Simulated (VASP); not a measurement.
A run of VASP 6.6.1:

File INCAR:

```
  PREC = Accurate
  ENCUT = 520
  EDIFF = 1E-6
  ISMEAR = 0
  SIGMA = 0.1
  LREAL = F
  LASPH = T
  NELM = 60
  ALGO = Normal
  ISIF = 2
  LWAVE = F
  LCHARG = T
  GGA = PE
  LELF = T
  LVHAR = T
  NBANDS = 7
```

File KPOINTS:

```
regular mesh
0
Gamma
  14 14 14
```

Contents of POSCAR:

```
Mg
1.0
    0.0000000000      2.6276957444      2.6276957444
    2.6276957444      0.0000000000      2.6276957444
    2.6276957444      2.6276957444      0.0000000000
Mg
1
Direct
    0.0000000000      0.0000000000      0.0000000000
```

Potentials or basis: VASP PAW PBE potentials, release 64 (Mg).

Launch:

```sh
$ cat potpaw_PBE.64/Mg/POTCAR > POTCAR
$ mpirun -np 1 vasp_std > vasp.out
```

Hardware: 1 thread of Intel(R) Xeon(R) 6975P-C (Granite Rapids) (shared host).

Q: Estimate the wall time of this run.

A: It took 8.2 s on 1 thread of Intel(R) Xeon(R) 6975P-C (Granite Rapids) (shared host), peak memory 0.17 GiB. Counts: scf iterations 10, k points 104.
